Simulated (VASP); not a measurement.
# ZrV3 (P6_3/mmc) in VASP: single point with PBE

Aim: the single point of ZrV3 with PBE.

Everything below comes from runs of VASP 6.6.1. Logs are shortened: lines on timing, memory, paths and dates and some standing lists are left out, and cuts for length are marked.

## 1. The cell of the first run

Symmetry: P6_3/mmc, No. 194, hexagonal system. Conventional cell: a = 5.728 Å, b = 5.728 Å, c = 4.657 Å, α = 90.00°, β = 90.00°, γ = 120.00°. Zr (site symmetry -6m2) has 12 V at 2.87 to 2.99 Å within 3.8 Å. V (site symmetry mm2) has 8 V at 2.49 to 3.24 Å and 4 Zr at 2.87 to 2.99 Å within 3.3 Å.

## 2. Single point, PBE

Contents of INCAR:

```
ALGO = Fast
EDIFF = 1E-6
ENCUT = 520
GGA = PE
ISIF = 2
ISMEAR = 0
LASPH = T
LCHARG = F
LREAL = F
LWAVE = F
NBANDS = 61
NELM = 100
PREC = Accurate
SIGMA = 0.1
```

Contents of KPOINTS:

```
k-points
0
Gamma
  6 6 4
```

Contents of POSCAR:

```
ZrV3
1.0
    5.7283233669      0.0000000000      0.0000000000
   -2.8641616835      4.9608735568      0.0000000000
    0.0000000000      0.0000000000      4.6571517070
Zr V
2 6
Direct
    0.3333333333      0.6666666667      0.2500000000
    0.6666666667      0.3333333333      0.7500000000
    0.8549815951      0.7099631902      0.2500000000
    0.1450184049      0.8549815951      0.7500000000
    0.2900368098      0.1450184049      0.2500000000
    0.1450184049      0.2900368098      0.7500000000
    0.8549815951      0.1450184049      0.2500000000
    0.7099631902      0.8549815951      0.7500000000
```

Potentials or basis: VASP PAW PBE potentials, release 64 (Zr_sv, V_sv).

Launch:

```sh
cat potpaw_PBE.64/Zr_sv/POTCAR potpaw_PBE.64/V_sv/POTCAR > POTCAR
mpirun -np 1 vasp_std > vasp.out
```

OUTCAR:

```text
EDIFF = 1E-6
   ENCUT = 520
   GGA = PE
   ISIF = 2
   ISMEAR = 0
   LASPH = T
   LREAL = F
   NELM = 100
   PREC = Accurate

 ion  position               nearest neighbor table
   1  0.333  0.667  0.250-   3 2.87   5 2.87   7 2.87   7 2.87   3 2.87   5 2.87   4 2.99   4 2.99
                             8 2.99   8 2.99   6 2.99   6 2.99
   2  0.667  0.333  0.750-   6 2.87   8 2.87   4 2.87   4 2.87   6 2.87   8 2.87   7 2.99   7 2.99
                             5 2.99   5 2.99   3 2.99   3 2.99
   3  0.855  0.710  0.250-   5 2.49   7 2.49   4 2.74   4 2.74   8 2.74   8 2.74   1 2.87   1 2.87
                             2 2.99   2 2.99
   4  0.145  0.855  0.750-   8 2.49   6 2.49   3 2.74   3 2.74   5 2.74   5 2.74   2 2.87   2 2.87
                             1 2.99   1 2.99
   5  0.290  0.145  0.250-   3 2.49   7 2.49   4 2.74   4 2.74   6 2.74   6 2.74   1 2.87   1 2.87
                             2 2.99   2 2.99
   6  0.145  0.290  0.750-   8 2.49   4 2.49   7 2.74   7 2.74   5 2.74   5 2.74   2 2.87   2 2.87
                             1 2.99   1 2.99
   7  0.855  0.145  0.250-   5 2.49   3 2.49   6 2.74   6 2.74   8 2.74   8 2.74   1 2.87   1 2.87
                             2 2.99   2 2.99
   8  0.710  0.855  0.750-   6 2.49   4 2.49   7 2.74   7 2.74   3 2.74   3 2.74   2 2.87   2 2.87
                             1 2.99   1 2.99

  LATTYP: Found a hexagonal cell.
 ALAT       =     5.7283233669
 C/A-ratio  =     0.8130043311

  Lattice vectors:

 A1 = (   5.7283233669,   0.0000000000,   0.0000000000)
 A2 = (  -2.8641616835,   4.9608735568,   0.0000000000)
 A3 = (   0.0000000000,   0.0000000000,   4.6571517070)

Analysis of symmetry for initial positions (statically):
=====================================================================
 Subroutine PRICEL returns:
 Original cell was already a primitive cell.

 Routine SETGRP: Setting up the symmetry group for a
 hexagonal supercell.

 Subroutine GETGRP returns: Found 24 space group operations
 (whereof 12 operations were pure point group operations)
 out of a pool of 24 trial point group operations.

The static configuration has the point symmetry D_3d.
 The point group associated with its full space group is D_6h.

Analysis of symmetry for dynamics (positions and initial velocities):
=====================================================================
 Subroutine PRICEL returns:
 Original cell was already a primitive cell.

 Routine SETGRP: Setting up the symmetry group for a
 hexagonal supercell.

 Subroutine GETGRP returns: Found 24 space group operations
 (whereof 12 operations were pure point group operations)
 out of a pool of 24 trial point group operations.

The dynamic configuration has the point symmetry D_3d.
 The point group associated with its full space group is D_6h.

 Subroutine INISYM returns: Found 24 space group operations
 (whereof 12 operations are pure point group operations),
 and found     1 'primitive' translations

----------------------------------------------------------------------------------------

                                     Primitive cell

  volume of cell :     132.3446

  direct lattice vectors                    reciprocal lattice vectors
     5.728323367  0.000000000  0.000000000     0.174571150  0.100788701  0.000000000
    -2.864161683  4.960873557  0.000000000     0.000000000  0.201577401  0.000000000
     0.000000000  0.000000000  4.657151707     0.000000000  0.000000000  0.214723518

  length of vectors
     5.728323367  5.728323367  4.657151707     0.201577401  0.201577401  0.214723518

  position of ions in fractional coordinates (direct lattice)
     0.333333333  0.666666667  0.250000000
     0.666666667  0.333333333  0.750000000
     0.854981595  0.709963190  0.250000000
     0.145018405  0.854981595  0.750000000
     0.290036810  0.145018405  0.250000000
     0.145018405  0.290036810  0.750000000
     0.854981595  0.145018405  0.250000000
     0.709963190  0.854981595  0.750000000

  ion indices of the primitive-cell ions
   primitive index   ion index
                 1           1
                 2           2
                 3           3
                 4           4
                 5           5
                 6           6
                 7           7
                 8           8

----------------------------------------------------------------------------------------

 KPOINTS: k-points

Automatic generation of k-mesh.
 Grid dimensions read from file:
 generate k-points for:    6    6    4

 Generating k-lattice:

  Cartesian coordinates                     Fractional coordinates (reciprocal lattice)
     0.029095192  0.016798117  0.000000000     0.166666667  0.000000000  0.000000000
     0.000000000  0.033596234  0.000000000     0.000000000  0.166666667  0.000000000
     0.000000000  0.000000000  0.053680880     0.000000000  0.000000000  0.250000000

  Length of vectors
     0.033596234  0.033596234  0.053680880

  Shift w.r.t. Gamma in fractional coordinates (k-lattice)
     0.000000000  0.000000000  0.000000000

 Subroutine IBZKPT returns following result:
 ===========================================

 Found     21 irreducible k-points:

 Following reciprocal coordinates:
            Coordinates               Weight
  0.000000  0.000000  0.000000      1.000000
  0.166667 -0.000000  0.000000      6.000000
  0.333333 -0.000000  0.000000      6.000000
  0.500000 -0.000000  0.000000      3.000000
  0.166667  0.166667  0.000000      6.000000
  0.333333  0.166667  0.000000     12.000000
[... 13 lines left out ...]
  0.333333  0.166667  0.500000     12.000000
  0.333333  0.333333  0.500000      2.000000
   k-points           NKPTS =     21   k-points in BZ     NKDIM =     21   number of bands    NBANDS=     61
   number of dos      NEDOS =    301   number of ions     NIONS =      8
   total plane-waves  NPLWV =  82944
   dimension x,y,z NGX =    48 NGY =   48 NGZ =   36
   dimension x,y,z NGXF=    96 NGYF=   96 NGZF=   72
   ions per type =               2   6
   NGX,Y,Z   is equivalent  to a cutoff of  13.93, 13.93, 12.85 a.u.
   NGXF,Y,Z  is equivalent  to a cutoff of  27.86, 27.86, 25.70 a.u.
 SYSTEM =  unknown system
   PREC   = accura    normal or accurate (medium, high low for compatibility)
   ISTART =      0    job   : 0-new  1-cont  2-samecut
   ICHARG =      2    charge: 1-file 2-atom 10-const
   ISPIN  =      1    spin polarized calculation?
   LNONCOLLINEAR =      F non collinear calculations
   LSORBIT =      F    spin-orbit coupling
   LASPH  =      T    aspherical Exc in radial PAW
   ENCUT  =  520.0 eV  38.22 Ry    6.18 a.u.  10.65 10.65  8.66*2*pi/ulx,y,z
   NELM   =    100;   NELMIN=  2; NELMDL= -5     # of ELM steps
   EDIFF  = 0.1E-05   stopping-criterion for ELM
   LREAL  =      F    real-space projection
[... 7 lines left out ...]
   TEBEG  =    0.0;   TEEND  =   0.0 temperature during run
   PSTRESS=    0.0 pullay stress
   NELECT =     102.0000    total number of electrons
   NUPDOWN=      -1.0000    fix difference up-down
   EMIN   =  10.00;   EMAX   =-10.00  energy-range for DOS
   EFERMI =   0.00;   METHOD = LEGACY
   ISMEAR =     0;   SIGMA  =   0.10  broadening in eV -4-tet -1-fermi 0-gaus
   EFERMI_NEDOS =   21; number of points for ismear=-14 and -15
   IALGO  =     68    algorithm
   IMIX   =      4    mixing-type and parameters
     AMIX     =   0.40;   BMIX     =  1.00
     AMIX_MAG =   1.60;   BMIX_MAG =  1.00
  volume/ion in A,a.u.               =      16.54       111.64
  Fermi-wavevector in a.u.,A,eV,Ry     =   1.500973  2.836428 30.652835  2.252920
  Thomas-Fermi vector in A             =   2.612404
   LORBIT       =      0    0 simple, 1 ext, 2 COOP (PROOUT), +10 PAW based schemes
   GGA     = PE    functional components
   LHFCALC =     F    Hartree Fock is set to
   AEXX    =    0.0000 exact exchange contribution
   IVDW    =     0    specifies the selected vdW correction
   LEPSILON=     F    determine dielectric tensor
   LRPA    =     F    only Hartree local field effects (RPA)
 non-spin polarized calculation
 RMM-DIIS sequential band-by-band and
 Gauss-broadening in eV      SIGMA  =   0.10
  energy-cutoff  :      520.00
  volume of cell :      132.34
 maximum number of plane-waves:      3594
 NGX is ok and might be reduce to    48
   NGX = 21   NGY = 21   NGZ = 17

 number of electron     102.0000032 magnetization

 Free energy of the ion-electron system (eV)
  ---------------------------------------------------
  ext. energy  EPLUGINS =         0.00000000
  ---------------------------------------------------
  free energy    TOTEN  =       -68.72851713 eV

  energy without entropy =      -68.67054417  energy(sigma->0) =      -68.69953065

 E-fermi :   9.1991     XC(G=0): -12.0317

 val. band max:        9.1897081093   @ k =   0.1667   0.1667   0.2500
 cond. band min:       9.1996034266   @ k =   0.1667   0.1667   0.5000
 fundamental gap:      0.0098953173
 Fermi energy:         9.1990994250

 k-point     1 :       0.0000    0.0000    0.0000
  band No.  band energies     occupation
      1     -54.9156      2.00000
      2     -54.8224      2.00000
      3     -54.7888      2.00000
      4     -54.7888      2.00000
      5     -54.7435      2.00000
      6     -54.7435      2.00000
[... 53 lines left out ...]
     60      10.0543      0.00000
     61      10.0939      0.00000

 k-point     2 :       0.1667   -0.0000    0.0000
  band No.  band energies     occupation
      1     -54.9147      2.00000
      2     -54.8215      2.00000
      3     -54.7898      2.00000
      4     -54.7888      2.00000
      5     -54.7444      2.00000
      6     -54.7435      2.00000
[... 53 lines left out ...]
     60      10.0177      0.00000
     61      10.0893      0.00000

 k-point     3 :       0.3333   -0.0000    0.0000
  band No.  band energies     occupation
      1     -54.9128      2.00000
      2     -54.8198      2.00000
      3     -54.7917      2.00000
      4     -54.7889      2.00000
      5     -54.7461      2.00000
      6     -54.7434      2.00000
[... 1141 lines left out ...]
     60      10.2476      0.00000
     61      10.5694      0.00000

 k-point    21 :       0.3333    0.3333    0.5000
  band No.  band energies     occupation
      1     -54.8651      2.00000
      2     -54.8651      2.00000
      3     -54.7703      2.00000
      4     -54.7703      2.00000
      5     -54.7662      2.00000
      6     -54.7662      2.00000
[... 53 lines left out ...]
     60      10.2168      0.00000
     61      10.4686      0.00000

------------------------ aborting loop because EDIFF is reached ----------------------------------------

  FORCE on cell =-STRESS in cart. coord.  units (eV):
  Direction    XX          YY          ZZ          XY          YZ          ZX
  --------------------------------------------------------------------------------------
  -------------------------------------------------------------------------------------
  Total        0.1555614      0.1555614      0.0929611     -0.0000000      0.0000000      0.0000000
  in kB        1.8832434      1.8832434      1.1253973     -0.0000000      0.0000000      0.0000000
  external PRESSURE =       1.6306280 kB  Pullay stress =       0.0000000 kB

 VOLUME and BASIS-vectors are now :
 -----------------------------------------------------------------------------
  energy-cutoff  :      520.00
  volume of cell :      132.34
      direct lattice vectors                 reciprocal lattice vectors
     5.728323367  0.000000000  0.000000000     0.174571150  0.100788701  0.000000000
    -2.864161683  4.960873557  0.000000000     0.000000000  0.201577401  0.000000000
     0.000000000  0.000000000  4.657151707     0.000000000  0.000000000  0.214723518

 POSITION                                       TOTAL-FORCE (eV/Angst)
 -----------------------------------------------------------------------------------
     -0.00000      3.30725      1.16429        -0.000000     -0.000000     -0.000000
      2.86416      1.65362      3.49286        -0.000000     -0.000000     -0.000000
      2.86416      3.52204      1.16429         0.000000     -0.028366      0.000000
     -1.61809      4.24146      3.49286         0.024566     -0.014183      0.000000
      1.24607      0.71942      1.16429         0.024566      0.014183     -0.000000
     -0.00000      1.43884      3.49286        -0.000000      0.028366      0.000000
      4.48225      0.71942      1.16429        -0.024566      0.014183     -0.000000
      1.61809      4.24146      3.49286        -0.024566     -0.014183     -0.000000
 -----------------------------------------------------------------------------------
    total drift:                               -0.000001      0.000000     -0.000000

  FREE ENERGIE OF THE ION-ELECTRON SYSTEM (eV)
  ---------------------------------------------------
  free  energy   TOTEN  =       -68.7285171288 eV

  energy  without entropy=      -68.6705441739  energy(sigma->0) =      -68.69953065
```

Run time: 15 min. Hardware: 1 thread of Intel Xeon 8259CL, shared host; peak memory 0.35 GiB.

Results:

| Quantity | Value |
| --- | --- |
| Free energy | -68.7285 eV |
| Pressure | 0.2 GPa |
| Largest force | 0.028 eV/Å |
| Band gap on the k mesh | zero (bands 51 and 52 overlap by 0.86 eV) |

Forces in eV/Å, atoms in the order of the input:
```
Zr   0.000  0.000  0.000
Zr   0.000  0.000  0.000
V    0.000 -0.028  0.000
V    0.025 -0.014  0.000
V    0.025  0.014  0.000
V    0.000  0.028  0.000
V   -0.025  0.014  0.000
V   -0.025 -0.014  0.000
```

Stress tensor (GPa, compression positive):
```
0.19 0.00 0.00
0.00 0.19 0.00
0.00 0.00 0.11
```
